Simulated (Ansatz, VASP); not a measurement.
GaN: VASP beside Ansatz

The input INCAR:

```
SYSTEM = GaN
PREC     = Accurate       ! precision mode
ENCUT    = 520            ! plane-wave cutoff, eV
EDIFF    = 1E-7           ! SCF threshold, eV
ISMEAR   = -1             ! smearing method
SIGMA    = 0.05           ! smearing width, eV
LREAL    = .False.        ! projectors in reciprocal space
LASPH    = .True.         ! aspherical terms in the spheres
NELM     = 150            ! most SCF steps
ALGO     = Normal         ! electronic algorithm
ISIF     = 2              ! what is computed and relaxed
LWAVE    = .False.        ! write WAVECAR
LCHARG   = .False.        ! write CHGCAR
MAGMOM   = 0 0 0 0 0 0 0 0 0 0 0 0 ! initial moments
LORBIT   = 11             ! projections on sites
LSORBIT  = .True.         ! spin-orbit coupling
GGA_COMPAT= .False.      
LORBMOM  = .True.       
NBANDS   = 50             ! bands
```

The input KPOINTS:

```
Automatic mesh
0
Gamma
  10 10 5
  0 0 0
```

The input POSCAR:

```
GaN
1.0
    3.1800000000      0.0000000000      0.0000000000
   -1.5900000000      2.7539607840      0.0000000000
    0.0000000000      0.0000000000      5.1660000000
Ga N
2 2
Direct
    0.6666666667      0.3333333333      0.5000000000
    0.3333333333      0.6666666667      0.0000000000
    0.6666666667      0.3333333333      0.8750000000
    0.3333333333      0.6666666667      0.3750000000
```

Contents of input.yaml:

```yaml
crystal:
  lattice:
    - [3.18, 0.0, 0.0]
    - [-1.59, 2.753960784, 0.0]
    - [0.0, 0.0, 5.166]
  atoms:
    - { symbol: Ga, position: [0.6666666667, 0.3333333333, 0.5] }
    - { symbol: Ga, position: [0.3333333333, 0.6666666667, 0.0] }
    - { symbol: "N", position: [0.6666666667, 0.3333333333, 0.875] }
    - { symbol: "N", position: [0.3333333333, 0.6666666667, 0.375] }
hamiltonian:
  xc: lda
  pseudopotentials: { kind: paw_fr }
magnetization:
  noncollinear: true
  spin_orbit: true
kpoints:
  mp_grid: { grid: [10, 10, 5] }
  band_path:
    path:
      - [[0.0, 0.0, 0.0], [0.5, 0.0, 0.0], [0.3333333333, 0.3333333333, 0.0], [0.0, 0.0, 0.0], [0.0, 0.0, 0.5], [0.5, 0.0, 0.5], [0.3333333333, 0.3333333333, 0.5], [0.0, 0.0, 0.5]]
      - [[0.5, 0.0, 0.5], [0.5, 0.0, 0.0]]
      - [[0.3333333333, 0.3333333333, 0.0], [0.3333333333, 0.3333333333, 0.5]]
    npoints: 14
scf:
  occupations: { method: fermi_dirac, width: 0.05 }
  n_extra_bands: 10
output:
  forces: true
  stress: true
  eigenvalues: true
  fatbands: true
```

Alike in both runs: functional LDA; k mesh 10 × 10 × 5; occupations fermi-dirac, width 0.05 eV; non-collinear spin, spin-orbit coupling.

```csv
,VASP,Ansatz
version,VASP 6.6.1,Ansatz 0.2.0
potentials or method,"VASP PAW LDA potentials, release 64 (Ga_d, N)",Ansatz PAW
plane-wave cutoff (eV),520,420
valence electrons in the cell,36,36
task,single point,band structure
```

|  | VASP | Ansatz | Ansatz less VASP |
| --- | --- | --- | --- |
| pressure (GPa) | -3.4 | -4.5 | -1.07 |
| traceless stress, the component that is largest in VASP (GPa) | 1.45 | 1.42 | -0.029 |
| rms of the force components (eV/Å) | 0.074 | 0.073 | -0.0010 |

LDA's correlation is that of Perdew and Zunger in VASP and of Perdew and Wang (1992) in Ansatz. Atom by atom the forces differ by 0.001 eV/Å (rms over components).
